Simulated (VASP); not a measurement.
Wanted: the native input for a VASP 6.6.1 run.

```yaml
Task: single point
Functional: PBE
Potentials_or_basis: VASP PAW PBE potentials, release 64 (Ag, Br)
Cutoff: 500 eV
k_mesh: 4 × 4 × 4
Occupations: gaussian, width 0.01 eV
Spin: no spin polarisation
Dipole_correction: no
Further_INCAR_settings: ALGO = Normal; EDIFF = 1e-06; NBANDS = 16
```

The structure of AgBr lies in POSCAR:

```
AgBr
1.0
    0.0000000000      2.8701500000      2.8701500000
    2.8701500000      0.0000000000      2.8701500000
    2.8701500000      2.8701500000      0.0000000000
Ag Br
1 1
Direct
    0.0000000000      0.0000000000      0.0000000000
    0.5000000000      0.5000000000      0.5000000000
```

These files were run (other wordings do the same):

INCAR

```
ALGO = Normal
EDIFF = 1E-6
ENCUT = 500
GGA = PE
GGA_COMPAT = F
ISIF = 2
ISMEAR = 0
LASPH = T
LCHARG = F
LREAL = F
LWAVE = F
NBANDS = 16
NELM = 120
PREC = Accurate
SIGMA = 0.01
```

KPOINTS

```
k-points
0
Gamma
  4 4 4
```

Potentials or basis: VASP PAW PBE potentials, release 64 (Ag, Br).

Run with:

```console
$ cat potpaw_PBE.64/Ag/POTCAR potpaw_PBE.64/Br/POTCAR > POTCAR
$ mpirun -np 1 vasp_std > vasp.out
```

It gave:

* Pressure: 2.6 GPa
* Band gap on the k mesh: 0.67 eV, indirect (least direct gap 2.60 eV)

Caveat: the k points lie up to 0.47 Å⁻¹ apart.

It took 16 s on 1 thread of Intel Xeon 8259CL, on a shared host, peak memory 0.16 GiB.
